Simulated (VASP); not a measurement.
# SbBr2 (R-3m) in VASP: further runs, part 2 of 2

VASP 6.6.1. The steps go on from the part before.

## 3. Relaxation of cell and atoms, PBE

This run uses another cell than the first one, of 30.06 Å³/atom.

INCAR

```
SYSTEM = SbBr2
PREC = Accurate
ENCUT = 600
EDIFF = 1E-7
ISMEAR = 0
SIGMA = 0.1
LREAL = .False.
LASPH = .True.
NELM = 60
ALGO = Normal
ISIF = 3
LWAVE = .False.
LCHARG = .False.
GGA = PE
IBRION = 2
NSW = 90
EDIFFG = -0.04
```

KPOINTS

```
Automatic mesh
0
Gamma
  6 6 6
  0 0 0
```

POSCAR

```
SbBr2
1.0
    2.0503140782      1.1837493850      6.1924730128
   -2.0503140782      1.1837493850      6.1924730128
    0.0000000000     -2.3674987699      6.1924730128
Sb Br
1 2
Direct
    0.0000000000      0.0000000000      0.0000000000
    0.7500000000      0.7500000000      0.7500000000
    0.2500000000      0.2500000000      0.2500000000
```

Potentials or basis: VASP PAW PBE potentials, release 64 (Sb, Br).

Command:

```console
> cat potpaw_PBE.64/Sb/POTCAR potpaw_PBE.64/Br/POTCAR > POTCAR
> mpirun -np 1 vasp_std > vasp.out
```

OUTCAR:

```text
SYSTEM = SbBr2
   PREC = Accurate
   ENCUT = 600
   EDIFF = 1E-7
   ISMEAR = 0
   LREAL = .False.
   LASPH = .True.
   NELM = 60
   ISIF = 3
   GGA = PE
   IBRION = 2
   NSW = 90
   EDIFFG = -0.04

 ion  position               nearest neighbor table
   1  0.000  0.000  0.000-   2 2.83   3 2.83   2 2.83   2 2.83   3 2.83   3 2.83
   2  0.750  0.750  0.750-   1 2.83   1 2.83   1 2.83
   3  0.250  0.250  0.250-   1 2.83   1 2.83   1 2.83

  LATTYP: Found a trigonal (rhomboedric) cell.
 ALAT       =     6.6296132949
 COS(alpha) =     0.8087090651

  Lattice vectors:

 A1 = (   2.0503140782,   1.1837493850,   6.1924730128)
 A2 = (  -2.0503140782,   1.1837493850,   6.1924730128)
 A3 = (   0.0000000000,  -2.3674987699,   6.1924730128)

Analysis of symmetry for initial positions (statically):
[... 386 lines left out ...]
      4      -1.5518      2.00000
      5      -1.5518      2.00000
      6      -1.3894      2.00000
      7      -1.3894      2.00000
      8      -1.1924      2.00000
      9      -0.1783      2.00000
     10       1.5505      2.00000
     11       2.9135      0.00024
     12       2.9135      0.00024
     13       6.8864      0.00000
[... 354 lines left out ...]
  band No.  band energies     occupation
      1     -13.2743      2.00000
      2     -13.1057      2.00000
      3      -7.4238      2.00000
      4      -3.0042      2.00000
      5      -2.6710      2.00000
      6      -1.5882      2.00000
      7      -0.6939      2.00000
      8      -0.6330      2.00000
      9      -0.0665      2.00000
     10       3.0201      0.00000
     11       3.9794      0.00000
     12       4.3709      0.00000
     13       7.4154      0.00000

 [... further k-points ...]

------------------------ aborting loop because EDIFF is reached ----------------------------------------

  FORCE on cell =-STRESS in cart. coord.  units (eV):
  Direction    XX          YY          ZZ          XY          YZ          ZX
  --------------------------------------------------------------------------------------
  -------------------------------------------------------------------------------------
  Total        0.0336725      0.0336725      0.1198560      0.0000000      0.0000000      0.0000000
  in kB        0.4819929      0.4819929      1.7156333      0.0000000      0.0000000      0.0000000
  external PRESSURE =       0.8932063 kB  Pullay stress =       0.0000000 kB
[... 18 lines left out ...]
  FREE ENERGIE OF THE ION-ELECTRON SYSTEM (eV)
  ---------------------------------------------------
  free  energy   TOTEN  =        -8.1647174605 eV

  energy  without entropy=       -8.1522145172  energy(sigma->0) =       -8.15846599

 reached required accuracy - stopping structural energy minimisation
```

OSZICAR:

```text
N       E                     dE             d eps       ncg     rms          rms(c)
DAV:   1     0.127916606962E+03    0.12792E+03   -0.77606E+03   832   0.129E+03
DAV:   2     0.311433429034E+01   -0.12480E+03   -0.12174E+03  1183   0.211E+02
DAV:   3    -0.757373075896E+01   -0.10688E+02   -0.10561E+02  1030   0.717E+01
[... 148 lines left out ...]
DAV:   6    -0.816469324542E+01   -0.40890E-04   -0.11637E-04   947   0.774E-02    0.266E-02
DAV:   7    -0.816471422673E+01   -0.20981E-04   -0.22578E-05   962   0.362E-02    0.428E-03
DAV:   8    -0.816471628834E+01   -0.20616E-05   -0.15805E-06  1017   0.941E-03    0.320E-03
DAV:   9    -0.816471742766E+01   -0.11393E-05   -0.10388E-06  1022   0.795E-03    0.117E-03
DAV:  10    -0.816471746051E+01   -0.32849E-07   -0.12904E-07   792   0.295E-03
  13 F= -.81647175E+01 E0= -.81584660E+01  d E =-.122623E-01
```

CONTCAR:

```text
SbBr2
   1.00000000000000
     2.3166294024911287    1.3375066091701531    6.0206317309769002
    -2.3166294024911287    1.3375066091701531    6.0206317309769002
    -0.0000000000000000   -2.6750132182298008    6.0206317309774349
  Sb              Br
     1     2
Direct
     0.0000000000000000    0.0000000000000000    1.0000000000000000
     0.7402167902070304    0.7402167902070304    0.7402167902070388
     0.2597832097929697    0.2597832097929697    0.2597832097929615

  0.00000000E+00  0.00000000E+00  0.00000000E+00
  0.00000000E+00  0.00000000E+00  0.00000000E+00
  0.00000000E+00  0.00000000E+00  0.00000000E+00
```

Run time: 26 min. Hardware: 1 thread of Intel Xeon Platinum 8488C (Sapphire Rapids), shared host; peak memory 0.46 GiB.

Results:

- Free energy: -8.1647 eV
- Relaxed volume: 37.31 Å³/atom
- Relaxed cell: a = 6.588 Å, b = 6.588 Å, c = 6.588 Å, α = 41.17°, β = 41.17°, γ = 41.17°
- Space group after relaxing (to 0.1 Å): R-3m (No. 166)
- Energy gained by relaxing: 196.8 meV/atom
- Ionic steps: 13
- Pressure after relaxing: 0.1 GPa
- Band gap on the k mesh: zero (an odd number of electrons rules out a gap without spin polarisation)

Step by step:
| step | energy change (eV) | largest force (eV/Å) | pressure (GPa) | volume (Å³) |
| --- | --- | --- | --- | --- |
| 1 | 0.0000 | 0.6046 | 8.47 | 90.18 |
| 2 | -0.3882 | 0.7159 | -1.73 | 112.45 |
| 3 | -0.4210 | 0.4902 | -0.10 | 106.57 |
| 4 | -0.4210 | 0.5053 | -0.21 | 106.92 |
| 5 | -0.4698 | 0.4575 | -0.24 | 107.37 |
| 6 | -0.5619 | 0.2806 | -0.40 | 108.37 |
| 7 | -0.4893 | 0.0577 | -1.01 | 108.74 |
| 8 | -0.5707 | 0.1998 | -0.66 | 108.72 |
| 9 | -0.5712 | 0.0711 | 0.99 | 104.54 |
| 10 | -0.5781 | 0.0665 | 0.14 | 106.55 |
| 11 | -0.5801 | 0.0591 | 0.13 | 107.09 |
| 12 | -0.5849 | 0.0372 | 0.10 | 108.71 |
| 13 | -0.5904 | 0.0006 | 0.09 | 111.93 |

Final structure:
```cif
data_structure
_symmetry_space_group_name_H-M 'P 1'
_symmetry_Int_Tables_number 1
_cell_length_a 6.5881
_cell_length_b 6.5881
_cell_length_c 6.5881
_cell_angle_alpha 41.175
_cell_angle_beta 41.175
_cell_angle_gamma 41.175
_cell_volume 111.93
loop_
_atom_site_label
_atom_site_type_symbol
_atom_site_fract_x
_atom_site_fract_y
_atom_site_fract_z
_atom_site_occupancy
Sb1 Sb 0.00000 0.00000 0.00000 1
Br1 Br 0.74022 0.74022 0.74022 1
Br2 Br 0.25978 0.25978 0.25978 1
```

Levels at points of the mesh, in eV from the Fermi level:
| k point | band 8 | band 9 | band 10 | band 11 | band 12 | band 13 |
| --- | --- | --- | --- | --- | --- | --- |
| (0.00, 0.00, 0.00) | -3.85 | -2.83 | -1.10 | 0.26 | 0.26 | 4.23 |
| (0.50, 0.00, 0.00) | -3.61 | -2.76 | 0.17 | 1.62 | 2.04 | 5.55 |
| (0.50, 0.50, 0.00) | -3.45 | -2.68 | -0.14 | 1.48 | 2.01 | 4.52 |
| (0.50, 0.50, 0.50) | -3.57 | -3.10 | -1.00 | 0.31 | 0.31 | 5.92 |

Caveat: the volume moved by over 15 % at a fixed basis, so the end points are rough; spin-orbit coupling is left out, which moves the levels of the heavy elements; an odd number of electrons without spin polarisation forces a metal; a magnetic or distorted state may lie lower.

## 4. Single point, PBE

INCAR

```
SYSTEM = SbBr2
PREC = Accurate
ENCUT = 520
EDIFF = 1E-6
ISMEAR = 0
SIGMA = 0.1
LREAL = .FALSE.
LASPH = .TRUE.
NELM = 80
ALGO = Normal
ISIF = 2
LWAVE = .FALSE.
LCHARG = .FALSE.
GGA = PE
NBANDS = 16
```

KPOINTS

```
Automatic mesh
0
G
  12 12 12
  0 0 0
```

POSCAR

```
SbBr2
1.0
    2.3149747092      1.3365512715      6.3013698750
   -2.3149747092      1.3365512715      6.3013698750
    0.0000000000     -2.6731025431      6.3013698750
Sb Br
1 2
Direct
    0.0000000000      0.0000000000      0.0000000000
    0.7375325121      0.7375325121      0.7375325121
    0.2624674879      0.2624674879      0.2624674879
```

Command:

```console
> cat potpaw_PBE.64/Sb/POTCAR potpaw_PBE.64/Br/POTCAR > POTCAR
> mpirun -np 1 vasp_std > vasp.out
```

It took 11 min on 1 thread of Intel Xeon Platinum 8488C (Sapphire Rapids), shared host; peak memory 0.64 GiB.

It converged, with:

| Property | Result |
| --- | --- |
| Free energy | -8.1694 eV |
| Pressure | -0.1 GPa |
| Largest force | 0.013 eV/Å |
| Band gap on the k mesh | zero (an odd number of electrons rules out a gap without spin polarisation) |

Forces on the atoms (eV/Å):
```
Sb   0.000  0.000  0.000
Br   0.000  0.000 -0.013
Br   0.000  0.000  0.013
```

Levels at points of the mesh, in eV from the Fermi level:
```tsv
k point	band 7	band 8	band 9	band 10	band 11	band 12	band 13	band 14
(0.00, 0.00, 0.00)	-4.03	-3.77	-2.93	-1.12	0.24	0.24	4.06	5.61
(0.50, 0.00, 0.00)	-3.63	-3.59	-2.81	0.11	1.55	2.00	5.15	5.47
(0.50, 0.50, 0.00)	-3.51	-3.50	-2.75	-0.12	1.45	1.96	4.51	5.19
(0.50, 0.50, 0.50)	-3.99	-3.51	-3.21	-1.07	0.26	0.26	5.57	5.87
```

Caveat: spin-orbit coupling is left out, which moves the levels of the heavy elements; an odd number of electrons without spin polarisation forces a metal; a magnetic or distorted state may lie lower.

## 5. The runs side by side

```tsv
task	cell	k mesh	cutoff (eV)	gap on the mesh (eV)	pressure (GPa)	largest force (eV/Å)
single point	a = 6.846 Å, angles 39.5°, 3 atoms, atomic positions A	6 × 6 × 6	520	none	0.1	0.02
relaxation of cell and atoms	relaxed from a = 6.630 Å, angles 36.0°, 3 atoms, atomic positions B	6 × 6 × 6	600	none	0.1	-
single point	a = 6.845 Å, angles 39.5°, 3 atoms, atomic positions C	12 × 12 × 12	520	none	-0.1	0.01
```

Alike in all rows: level PBE; potentials or basis VASP PAW PBE potentials, release 64 (Sb, Br); no spin polarisation; smearing gaussian 0.1 eV.

Caveats: spin-orbit coupling is left out, which moves the levels of the heavy elements; an odd number of electrons without spin polarisation forces a metal; a magnetic or distorted state may lie lower; the volume moved by over 15 % at a fixed basis, so the end points are rough (at least some runs).

Absolute energies hang on the potentials; compare differences alone.
